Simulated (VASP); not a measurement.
# LiSi16 (a cell with a defect) in VASP: notebook

The runs below take LiSi16 (a cell with a defect) through single point, with PBE.

All numbers are computed with VASP 6.6.1; they aren't measurements. Logs are shortened: lines on timing, memory, paths and dates and some standing lists are left out, and cuts for length are marked.

### 1 The cell of the first run

The cell holds a defect, 17 atoms: a = 7.679 Å, b = 7.679 Å, c = 7.679 Å, α = 60.00°, β = 60.00°, γ = 60.00°.

### 2 Single point, PBE

Input file INCAR:

```
PREC = Accurate
ENCUT = 520
EDIFF = 1E-7
ISMEAR = -1
SIGMA = 0.02
LREAL = Auto
LASPH = T
NELM = 80
ALGO = Normal
ISIF = 2
LWAVE = F
LCHARG = T
GGA = PE
LELF = T
LVHAR = T
NBANDS = 48
NELECT = 66.0
```

Input file KPOINTS:

```
Automatic mesh
0
Gamma
  2 2 2
```

Input file POSCAR:

```
LiSi16
1.0
    0.0000000000      5.4300000000      5.4300000000
    5.4300000000      0.0000000000      5.4300000000
    5.4300000000      5.4300000000      0.0000000000
Si Li
16 1
Direct
    0.0149016575      0.0032703499     -0.0180615101
    0.1302139042      0.1345984346      0.1192864641
    0.0148412523      0.0032441989      0.5032672192
    0.1599837937      0.1144830571      0.6145088398
   -0.0159005525      0.5064489871      0.0065103131
    0.1302693370      0.6192691529      0.1192868324
    0.0148648250      0.4819883978      0.5032725599
    0.1301890424      0.6192818600      0.6346188766
    0.5036499079      0.0032535912     -0.0017313076
    0.6384198895      0.1246121547      0.1157683241
    0.5303824125     -0.0090302947      0.4909345304
    0.6382712707      0.1245841621      0.6246104972
    0.5036197974      0.4982251381     -0.0017496317
    0.6115953039      0.6305827808      0.1305805709
    0.5036567219      0.4982493554      0.5032607735
    0.6383709945      0.6157999079      0.6246341621
   -0.0315098527      0.8449039595      0.3447162983
```

Potentials or basis: VASP PAW PBE potentials, release 64 (Si, Li_sv).

On the command line:

```
$ cat potpaw_PBE.64/Si/POTCAR potpaw_PBE.64/Li_sv/POTCAR > POTCAR
$ mpirun -np 1 vasp_std > vasp.out
```

OUTCAR:

```text
PREC = Accurate
   ENCUT = 520
   EDIFF = 1E-7
   ISMEAR = -1
   LREAL = Auto
   LASPH = T
   NELM = 80
   ISIF = 2
   GGA = PE
   NELECT = 66.0

 ion  position               nearest neighbor table
   1  0.015  0.003  0.982-   4 2.31  17 2.33  10 2.36   2 2.41   6 2.41
   2  0.130  0.135  0.119-   5 2.34   9 2.34   3 2.41   1 2.41  17 2.50
   3  0.015  0.003  0.503-   4 2.31  17 2.33  12 2.36   8 2.41   2 2.41
   4  0.160  0.114  0.615-   1 2.31   7 2.31   3 2.31  11 2.32
   5  0.984  0.506  0.007-  14 2.34   6 2.34   2 2.34   8 2.34
   6  0.130  0.619  0.119-   5 2.34  13 2.34   7 2.41   1 2.41  17 2.50
   7  0.015  0.482  0.503-   4 2.31  17 2.33  16 2.36   8 2.41   6 2.41
   8  0.130  0.619  0.635-   5 2.34  15 2.34   3 2.41   7 2.41  17 2.50
   9  0.504  0.003  0.998-  14 2.34   2 2.34  10 2.34  12 2.34
  10  0.638  0.125  0.116-  13 2.34   9 2.34  11 2.36   1 2.36
  11  0.530  0.991  0.491-   4 2.32  10 2.36  16 2.36  12 2.36  17 2.75
  12  0.638  0.125  0.625-   9 2.34  15 2.34  11 2.36   3 2.36
  13  0.504  0.498  0.998-  14 2.34   6 2.34  10 2.34  16 2.34
  14  0.612  0.631  0.131-   5 2.34  13 2.34   9 2.34  15 2.34
  15  0.504  0.498  0.503-  14 2.34   8 2.34  16 2.34  12 2.34
  16  0.638  0.616  0.625-  13 2.34  15 2.34  11 2.36   7 2.36
  17  0.968  0.845  0.345-   1 2.33   7 2.33   3 2.33   6 2.50   2 2.50   8 2.50  11 2.75

  LATTYP: Found a face centered cubic cell.
 ALAT       =    10.8600000000

  Lattice vectors:

 A1 = (   0.0000000000,   5.4300000000,   5.4300000000)
 A2 = (   5.4300000000,   0.0000000000,   5.4300000000)
 A3 = (   5.4300000000,   5.4300000000,   0.0000000000)

Analysis of symmetry for initial positions (statically):
=====================================================================
 Subroutine PRICEL returns:
 Original cell was already a primitive cell.

 Routine SETGRP: Setting up the symmetry group for a
 face centered cubic supercell.

 Subroutine GETGRP returns: Found  1 space group operations
 (whereof  1 operations were pure point group operations)
 out of a pool of 48 trial point group operations.

The static configuration has the point symmetry C_1 .

Analysis of symmetry for dynamics (positions and initial velocities):
=====================================================================
 Subroutine PRICEL returns:
 Original cell was already a primitive cell.

 Routine SETGRP: Setting up the symmetry group for a
 face centered cubic supercell.

 Subroutine GETGRP returns: Found  1 space group operations
 (whereof  1 operations were pure point group operations)
 out of a pool of 48 trial point group operations.

The dynamic configuration has the point symmetry C_1 .

 Subroutine INISYM returns: Found  1 space group operations
 (whereof  1 operations are pure point group operations),
 and found     1 'primitive' translations

----------------------------------------------------------------------------------------

                                     Primitive cell

  volume of cell :     320.2060

  direct lattice vectors                    reciprocal lattice vectors
     0.000000000  5.430000000  5.430000000    -0.092081031  0.092081031  0.092081031
     5.430000000  0.000000000  5.430000000     0.092081031 -0.092081031  0.092081031
     5.430000000  5.430000000  0.000000000     0.092081031  0.092081031 -0.092081031

  length of vectors
     7.679179644  7.679179644  7.679179644     0.159489025  0.159489025  0.159489025

  position of ions in fractional coordinates (direct lattice)
     0.014901657  0.003270350  0.981938490
     0.130213904  0.134598435  0.119286464
     0.014841252  0.003244199  0.503267219
     0.159983794  0.114483057  0.614508840
     0.984099448  0.506448987  0.006510313
     0.130269337  0.619269153  0.119286832
[... 9 lines left out ...]
     0.638370995  0.615799908  0.624634162
     0.968490147  0.844903960  0.344716298

  ion indices of the primitive-cell ions
   primitive index   ion index
                 1           1
                 2           2
                 3           3
                 4           4
                 5           5
                 6           6
[... 9 lines left out ...]
                16          16
                17          17

----------------------------------------------------------------------------------------

 KPOINTS: Automatic mesh

Automatic generation of k-mesh.
 Grid dimensions read from file:
 generate k-points for:    2    2    2

 Generating k-lattice:

  Cartesian coordinates                     Fractional coordinates (reciprocal lattice)
    -0.046040516  0.046040516  0.046040516     0.500000000  0.000000000  0.000000000
     0.046040516 -0.046040516  0.046040516     0.000000000  0.500000000  0.000000000
     0.046040516  0.046040516 -0.046040516     0.000000000  0.000000000  0.500000000

  Length of vectors
     0.079744512  0.079744512  0.079744512

  Shift w.r.t. Gamma in fractional coordinates (k-lattice)
     0.000000000  0.000000000  0.000000000

 Subroutine IBZKPT returns following result:
 ===========================================

 Found      8 irreducible k-points:

 Following reciprocal coordinates:
            Coordinates               Weight
  0.000000  0.000000  0.000000      1.000000
  0.500000  0.000000  0.000000      1.000000
  0.000000  0.500000  0.000000      1.000000
  0.000000  0.000000  0.500000      1.000000
  0.500000  0.500000  0.500000      1.000000
  0.500000  0.500000  0.000000      1.000000
  0.000000  0.500000  0.500000      1.000000
  0.500000  0.000000  0.500000      1.000000
   k-points           NKPTS =      8   k-points in BZ     NKDIM =      8   number of bands    NBANDS=     48
   number of dos      NEDOS =    301   number of ions     NIONS =     17
   total plane-waves  NPLWV = 216000
   dimension x,y,z NGX =    60 NGY =   60 NGZ =   60
   dimension x,y,z NGXF=   120 NGYF=  120 NGZF=  120
   ions per type =              16   1
   NGX,Y,Z   is equivalent  to a cutoff of  12.99, 12.99, 12.99 a.u.
   NGXF,Y,Z  is equivalent  to a cutoff of  25.98, 25.98, 25.98 a.u.
 SYSTEM =  unknown system
   PREC   = accura    normal or accurate (medium, high low for compatibility)
   ISTART =      0    job   : 0-new  1-cont  2-samecut
   ICHARG =      2    charge: 1-file 2-atom 10-const
   ISPIN  =      1    spin polarized calculation?
   LNONCOLLINEAR =      F non collinear calculations
   LSORBIT =      F    spin-orbit coupling
   LASPH  =      T    aspherical Exc in radial PAW
   ENCUT  =  520.0 eV  38.22 Ry    6.18 a.u.  14.28 14.28 14.28*2*pi/ulx,y,z
   NELM   =     80;   NELMIN=  2; NELMDL= -5     # of ELM steps
   EDIFF  = 0.1E-06   stopping-criterion for ELM
   LREAL  =      T    real-space projection
   EDIFFG = 0.1E-05   stopping-criterion for IOM
   NSW    =      0    number of steps for IOM
   IBRION =     -1    ionic relax: 0-MD 1-quasi-New 2-CG
   NFREE  =      0    steps in history (QN), initial steepest desc. (CG)
   ISIF   =      2    stress and relaxation
   ISYM   =      2    0-nonsym 1-usesym 2-fastsym
   POTIM  = 0.5000    time-step for ionic-motion
   TEBEG  =    0.0;   TEEND  =   0.0 temperature during run
   PSTRESS=    0.0 pullay stress
   NELECT =      66.0000    total number of electrons
   NUPDOWN=      -1.0000    fix difference up-down
   EMIN   =  10.00;   EMAX   =-10.00  energy-range for DOS
   EFERMI =   0.00;   METHOD = LEGACY
   ISMEAR =    -1;   SIGMA  =   0.02  broadening in eV -4-tet -1-fermi 0-gaus
   EFERMI_NEDOS =   21; number of points for ismear=-14 and -15
   IALGO  =     38    algorithm
   IMIX   =      4    mixing-type and parameters
     AMIX     =   0.40;   BMIX     =  1.00
     AMIX_MAG =   1.60;   BMIX_MAG =  1.00
  volume/ion in A,a.u.               =      18.84       127.11
  Fermi-wavevector in a.u.,A,eV,Ry     =   0.967044  1.827449 12.723821  0.935174
  Thomas-Fermi vector in A             =   2.096897
   LORBIT       =      0    0 simple, 1 ext, 2 COOP (PROOUT), +10 PAW based schemes
   GGA     = PE    functional components
[... 5 lines left out ...]
 non-spin polarized calculation
  energy-cutoff  :      520.00
  volume of cell :      320.21
 maximum number of plane-waves:      8646
 NGX is ok and might be reduce to    60
   NGX = 29   NGY = 29   NGZ = 29

 number of electron      66.0000001 magnetization

 Free energy of the ion-electron system (eV)
  ---------------------------------------------------
  ext. energy  EPLUGINS =         0.00000000
  ---------------------------------------------------
  free energy    TOTEN  =       -93.25603160 eV

  energy without entropy =      -93.25603027  energy(sigma->0) =      -93.25603094

 E-fermi :   6.2961     XC(G=0):  -9.4433

 val. band max:        6.0520921385   @ k =   0.0000   0.0000   0.0000
 cond. band min:       6.5256296788   @ k =   0.0000   0.0000   0.0000
 fundamental gap:      0.4735375403
 Fermi energy:         6.2960587463

 k-point     1 :       0.0000    0.0000    0.0000
  band No.  band energies     occupation
      1     -40.2935      2.00000
      2      -5.9154      2.00000
      3      -3.6700      2.00000
      4      -3.6092      2.00000
      5      -3.6087      2.00000
      6      -3.5782      2.00000
[... 37 lines left out ...]
     44       8.2941      0.00000
     45       8.2946      0.00000

 k-point     2 :       0.5000    0.0000    0.0000
  band No.  band energies     occupation
      1     -40.2935      2.00000
      2      -5.1742      2.00000
      3      -5.0620      2.00000
      4      -3.3392      2.00000
      5      -3.3049      2.00000
      6      -3.3030      2.00000
[... 37 lines left out ...]
     44       9.6427      0.00000
     45       9.6428      0.00000

 k-point     3 :       0.0000    0.5000    0.0000
  band No.  band energies     occupation
      1     -40.2935      2.00000
      2      -5.1800      2.00000
      3      -5.0740      2.00000
      4      -3.3487      2.00000
      5      -3.3204      2.00000
      6      -3.2377      2.00000
[... 229 lines left out ...]
     44      10.2885      0.00000
     45      10.3271      0.00000

 k-point     8 :       0.5000    0.0000    0.5000
  band No.  band energies     occupation
      1     -40.2935      2.00000
      2      -4.8960      2.00000
      3      -4.8049      2.00000
      4      -3.9289      2.00000
      5      -3.8973      2.00000
      6      -3.8927      2.00000
[... 37 lines left out ...]
     44      10.2885      0.00000
     45      10.3284      0.00000
 [bands above 45 left out]

------------------------ aborting loop because EDIFF is reached ----------------------------------------

  FORCE on cell =-STRESS in cart. coord.  units (eV):
  Direction    XX          YY          ZZ          XY          YZ          ZX
  --------------------------------------------------------------------------------------
  -------------------------------------------------------------------------------------
  Total       -0.9350078     -0.9447582     -0.9419488      0.5772664     -0.5910219      0.5700087
  in kB       -4.6783890     -4.7271762     -4.7131191      2.8884004     -2.9572273      2.8520858
  external PRESSURE =      -4.7062281 kB  Pullay stress =       0.0000000 kB

 VOLUME and BASIS-vectors are now :
 -----------------------------------------------------------------------------
  energy-cutoff  :      520.00
  volume of cell :      320.21
      direct lattice vectors                 reciprocal lattice vectors
     0.000000000  5.430000000  5.430000000    -0.092081031  0.092081031  0.092081031
     5.430000000  0.000000000  5.430000000     0.092081031 -0.092081031  0.092081031
     5.430000000  5.430000000  0.000000000     0.092081031  0.092081031 -0.092081031

 POSITION                                       TOTAL-FORCE (eV/Angst)
 -----------------------------------------------------------------------------------
      5.34968      5.41284      0.09867        -0.035372      0.040627      0.037639
      1.37859      1.35479      1.43793        -0.042027      0.044645     -0.001110
      2.75036      2.81333      0.09820        -0.038640      0.035683      0.035343
      3.95843      4.20549      1.49035        -0.018804     -0.000037      0.006372
      2.78537      5.37901      8.09368        -0.054859      0.041539      0.044745
      4.01036      1.35509      4.06999         0.000005      0.039627      0.039642
[... 9 lines left out ...]
      6.73556      6.85812      6.81015        -0.027373      0.022333      0.017574
      6.45964      7.13071      9.84673         0.439527     -0.419037     -0.424270
 -----------------------------------------------------------------------------------
    total drift:                               -0.000091     -0.001271     -0.000463

  FREE ENERGIE OF THE ION-ELECTRON SYSTEM (eV)
  ---------------------------------------------------
  free  energy   TOTEN  =       -93.2560316022 eV

  energy  without entropy=      -93.2560302678  energy(sigma->0) =      -93.25603094
```

Run time: 4.3 min. Hardware: 1 thread of Intel Xeon Platinum 8259CL at 2.50GHz (Skylake/Cascade Lake), shared host; peak memory 0.48 GiB.

What came out:

```yaml
Free_energy: -93.2560 eV
Largest_force: 0.741 eV/Å
```

Forces on the atoms (eV/Å):
```
Si  -0.035  0.041  0.038
Si  -0.042  0.045 -0.001
Si  -0.039  0.036  0.035
Si  -0.019  0.000  0.006
Si  -0.055  0.042  0.045
Si   0.000  0.040  0.040
Si  -0.036  0.039  0.039
Si  -0.043 -0.001  0.045
Si  -0.031  0.027  0.007
Si  -0.026  0.017  0.022
Si   0.007  0.000 -0.002
Si  -0.018  0.029  0.030
Si  -0.008  0.033  0.034
Si  -0.039  0.045  0.043
Si  -0.030  0.006  0.027
Si  -0.027  0.022  0.018
Li   0.440 -0.419 -0.424
```

Caveat: the k points lie up to 0.50 Å⁻¹ apart; the cell carries a net charge on a neutralising background, which shifts energy and pressure; the cell is charged against a uniform background, so pressure and absolute levels hang on convention; the cutoff is under 1.25 times the usual one of these potentials, so pressure, stress and relaxed cells hold a basis-set (Pulay) error.

### 3 Single point, PBE

Input file INCAR:

```
PREC = Accurate
ENCUT = 520
EDIFF = 1E-7
ISMEAR = -1
SIGMA = 0.02
LREAL = Auto
LASPH = True
NELM = 100
ALGO = Normal
ISIF = 2
LWAVE = False
LCHARG = True
GGA = PE
LELF = True
LVHAR = True
NELECT = 66.0
NBANDS = 48
```

Input file KPOINTS:

```
regular mesh
0
Gamma
  2 2 2
```

Input file POSCAR:

```
LiSi16
1.0
    0.0000000000      5.4300000000      5.4300000000
    5.4300000000      0.0000000000      5.4300000000
    5.4300000000      5.4300000000      0.0000000000
Si Li
16 1
Direct
    0.0085885820      0.0060130755     -0.0095303867
    0.1240094843      0.1432558932      0.1217954880
    0.0086807551      0.0059825967      0.5057778085
    0.1547958564      0.1188428177      0.6186755985
   -0.0211694291      0.5108034991      0.0106451197
    0.1239031308      0.6219950276      0.1217819521
    0.0086096685      0.4906643646      0.5058008287
    0.1240209945      0.6220090239      0.6430351750
    0.5005085635      0.0094179558      0.0004901473
    0.6352176796      0.1270618785      0.1217622468
    0.5272910681     -0.0053420810      0.4944341621
    0.6352008287      0.1270315838      0.6268299263
    0.5003724678      0.5006870166      0.0004872007
    0.6084314917      0.6342607735      0.1340031308
    0.5005373849      0.5006983425      0.5091723757
    0.6352122468      0.6219835175      0.6268527624
    0.1698926335      0.7803357274      0.2800208103
```

Potentials or basis: VASP PAW PBE potentials, release 64 (Si, Li_sv).

On the command line:

```
$ cat potpaw_PBE.64/Si/POTCAR potpaw_PBE.64/Li_sv/POTCAR > POTCAR
$ mpirun -np 1 vasp_std > vasp.out
```

Run time: 4.4 min. Hardware: 1 thread of Intel Xeon Platinum 8259CL at 2.50GHz (Skylake/Cascade Lake), shared host; peak memory 0.48 GiB.

The run converged. Its results:

```
Free energy   : -93.2541 eV
Largest force : 0.737 eV/Å
```

Forces on the atoms (eV/Å):
```
Si   0.040 -0.002 -0.040
Si   0.038 -0.036 -0.037
Si   0.000 -0.044 -0.044
Si   0.044 -0.049 -0.047
Si  -0.001 -0.015 -0.009
Si   0.039 -0.037 -0.038
Si   0.041 -0.041 -0.001
Si   0.037 -0.036 -0.036
Si   0.023 -0.029 -0.016
Si   0.030 -0.008 -0.035
Si   0.043 -0.038 -0.040
Si   0.007 -0.029 -0.028
Si   0.014 -0.026 -0.024
Si   0.004  0.005  0.002
Si   0.025 -0.017 -0.028
Si   0.028 -0.034 -0.008
Li  -0.411  0.435  0.430
```

Levels at points of the mesh, in eV from the Fermi level:
```
           k point  band 30  band 31  band 32  band 33  band 34  band 35  band 36  band 37
(0.00, 0.00, 0.00)    -1.32    -0.30    -0.24    -0.24     0.23     0.39     0.39     0.48
(0.50, 0.00, 0.00)    -1.05    -1.05    -0.97    -0.97     1.01     1.03     1.03     1.45
(0.00, 0.50, 0.00)    -1.09    -1.07    -1.01    -0.98     0.90     1.06     1.21     1.25
(0.00, 0.00, 0.50)    -1.09    -1.07    -1.01    -0.98     0.90     1.06     1.21     1.25
(0.50, 0.50, 0.50)    -1.09    -1.07    -1.01    -0.98     0.90     1.06     1.21     1.25
(0.50, 0.50, 0.00)    -1.64    -1.64    -1.56    -1.52     0.78     0.88     1.93     2.03
(0.00, 0.50, 0.50)    -1.64    -1.63    -1.56    -1.52     0.78     0.88     1.93     2.03
(0.50, 0.00, 0.50)    -1.64    -1.64    -1.56    -1.52     0.78     0.88     1.93     2.03
```

Caveat: the k points lie up to 0.50 Å⁻¹ apart; the cell carries a net charge on a neutralising background, which shifts energy and pressure; the cell is charged against a uniform background, so pressure and absolute levels hang on convention; the cutoff is under 1.25 times the usual one of these potentials, so pressure, stress and relaxed cells hold a basis-set (Pulay) error.

[end of part 1 of 2]
